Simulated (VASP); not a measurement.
Runs of VASP 6.6.1 on As2Se. It takes space group I4_1/amd (No. 141, tetragonal). The conventional cell has a = 7.059 Å, b = 7.059 Å, c = 5.307 Å, α = 90.00°, β = 90.00°, γ = 90.00°. As (site symmetry 2/m) has 2 Se at 2.66 Å and 4 As at 2.83 Å within 3.5 Å. Se (site symmetry -4m2) has 4 As at 2.66 Å within 3.5 Å. 

```tsv
level	potentials or basis	k mesh	smearing	gap on the mesh (eV)	pressure (GPa)
PBEsol	VASP PAW PBE potentials, release 64 (As, Se)	4 × 4 × 4	gaussian 0.05 eV	none	-3.7
PBEsol	VASP PAW PBE potentials, release 64 (As, Se)	8 × 8 × 8	methfessel-paxton 0.2 eV	none	-3.3
PBEsol	VASP PAW PBE potentials, release 64 (As, Se)	6 × 6 × 6	gaussian 0.1 eV	none	-3.4
PBEsol	VASP PAW PBE potentials, release 64 (As, Se)	4 × 4 × 4	gaussian 0.01 eV	none	-3.7
PBEsol	VASP PAW PBE potentials, release 64 (As, Se)	8 × 8 × 8	methfessel-paxton 0.02 eV	none	-3.3
PBEsol	VASP PAW PBE potentials, release 64 (As, Se)	4 × 4 × 4	gaussian 0.2 eV	none	-3.6
LDA	VASP PAW LDA potentials, release 64 (As, Se)	8 × 8 × 8	gaussian 0.1 eV	none	(a)
PBEsol	VASP PAW PBE potentials, release 64 (As, Se)	8 × 8 × 8	methfessel-paxton 0.01 eV	none	-3.3
```

Alike in all rows: task single point; no spin polarisation; cell as given; cutoff (eV) 520.

Estimate the missing entries.

(a) -4.7.

Caveats: some runs use coarse meshes; the PAW data sets were made with another functional, which shifts forces and pressure a little (some runs).

A k mesh can miss the band edges, and the runs leave out spin-orbit coupling on As, Se.

A gap of «none» marks levels without a gap at the run's occupations.
